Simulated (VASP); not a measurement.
Write the native input for VASP 6.6.1 that does the following.

```yaml
Task: single point
Functional: PBEsol
Dispersion: D3(BJ)
Potentials_or_basis: VASP PAW PBE potentials, release 64 (Si, C, In_d)
Cutoff: 520 eV
k_mesh: 2 × 2 × 2, shifted
Occupations: fermi-dirac, width 0.05 eV
Spin: collinear spin
Starting_moments: "[0.0, 0.2, 0.0, 0.2, 0.0, 0.2, 0.0, 0.2, 0.0, 0.0, 0.0, 0.0, 0.0, 0.0, 0.0, 0.2] μB"
Dipole_correction: no
Further_INCAR_settings: LREAL = Auto; ALGO = Normal; EDIFF = 1e-06; NBANDS = 54
```

The structure of InSi8C7 (a cell with a defect) lies in POSCAR:

```
InSi8C7
1.0
    8.7137060000      0.0000000000      0.0000000000
    0.0000000000      4.3568530000      0.0000000000
    0.0000000000      0.0000000000      4.3568530000
Si C In
8 7 1
Direct
    0.9997220000      0.0277160000      0.9837710000
    0.5116230000      0.9802120000      0.9993570000
    0.2568990000      0.4887480000      0.0165420000
    0.7540330000      0.4875950000      0.0513220000
    0.2422740000      0.9879920000      0.5081360000
    0.7327910000      0.0105690000      0.4553900000
    0.0086250000      0.5028590000      0.5018390000
    0.5078490000      0.4649170000      0.4611000000
    0.1142000000      0.2422070000      0.2506800000
    0.3750760000      0.7398810000      0.2592250000
    0.8640240000      0.7727270000      0.2392540000
    0.3659780000      0.2503010000      0.7676000000
    0.8892890000      0.2380120000      0.7532230000
    0.1297800000      0.7241770000      0.7371030000
    0.6117430000      0.7316100000      0.7736380000
    0.6203200000      0.2983560000      0.2837390000
```

One way to write it, as run:

INCAR

```
SYSTEM = InSi8C7
  ALGO = Normal
  EDIFF = 1E-6
  ENCUT = 520
  GGA = PS
  ISIF = 2
  ISMEAR = -1
  ISPIN = 2
  IVDW = 12
  LASPH = .TRUE.
  LCHARG = .TRUE.
  LELF = .TRUE.
  LORBIT = 11
  LREAL = Auto
  LVHAR = .TRUE.
  LWAVE = .FALSE.
  MAGMOM = 0 0.2 0 0.2 0 0.2 0 0.2 0 0 0 0 0 0 0 0.2
  NBANDS = 54
  NELM = 150
  PREC = Accurate
  SIGMA = 0.05
```

KPOINTS

```
Automatic mesh
0
Gamma
  2 2 2
  0.5 0.5 0.5
```

Potentials or basis: VASP PAW PBE potentials, release 64 (Si, C, In_d).

The run is started by

```bash
$ cat potpaw_PBE.64/Si/POTCAR potpaw_PBE.64/C/POTCAR potpaw_PBE.64/In_d/POTCAR > POTCAR
$ mpirun -np 1 vasp_std > vasp.out
```

It gave:

* Pressure: 78.7 GPa
* Largest force: 80.897 eV/Å
* Net moment: 0.00 μB per cell
* Valence electrons inside the program's atomic spheres: Si 1.75, 1.84, 1.72, 1.98, 1.68, 1.93, 1.71, 2.24; C 2.56, 2.52, 2.53, 2.47, 2.55 (each value once); In 14.37
* Dispersion energy per atom: -0.288 eV

Caveat: the k points lie up to 0.72 Å⁻¹ apart; atoms lie so close that the PAW spheres overlap strongly, which falsifies energies and pressures; the PAW data sets were made with another functional, which shifts forces and pressure a little.

It took 110 s on 1 thread of Intel(R) Xeon(R) 6975P-C (Granite Rapids), on a shared host, peak memory 0.32 GiB.
